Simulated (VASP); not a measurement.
Here is a VASP 6.6.1 calculation.

File INCAR:

```
ALGO     = Normal         # electronic algorithm
EDIFF    = 1E-6           # SCF threshold, eV
ENCUT    = 520            # plane-wave cutoff, eV
GGA      = PE             # functional
ISIF     = 2              # what is computed and relaxed
ISMEAR   = 0              # smearing method
LASPH    = T              # aspherical terms in the spheres
LCHARG   = F              # write CHGCAR
LREAL    = F              # projectors in reciprocal space
LWAVE    = F              # write WAVECAR
NBANDS   = 30             # bands
NELM     = 60             # most SCF steps
PREC     = Accurate       # precision mode
SIGMA    = 0.1            # smearing width, eV
```

Contents of KPOINTS:

```
k-points
0
Gamma
  6 6 6
```

POSCAR

```
Cs4I
1.0
    7.9876283197      0.0000000000      0.0000000000
    0.0000000000      7.9876283197      0.0000000000
    0.0000000000      0.0000000000      7.9876283197
Cs I
4 1
Direct
    0.5000000000      0.5000000000      0.5000000000
    0.5000000000      0.0000000000      0.0000000000
    0.0000000000      0.5000000000      0.0000000000
    0.0000000000      0.0000000000      0.5000000000
    0.0000000000      0.0000000000      0.0000000000
```

Potentials or basis: VASP PAW PBE potentials, release 64 (Cs_sv, I).

Command:

```console
$ cat potpaw_PBE.64/Cs_sv/POTCAR potpaw_PBE.64/I/POTCAR > POTCAR
$ mpirun -np 1 vasp_std > vasp.out
```

Problem. Predict the pressure.

Solution. -0.2 GPa.

Problem. Estimate the band gap on the k mesh.

Solution. Zero (an odd number of electrons rules out a gap without spin polarisation).

Caveat: spin-orbit coupling is left out, which moves the levels of the heavy elements; an odd number of electrons without spin polarisation forces a metal; a magnetic or distorted state may lie lower.
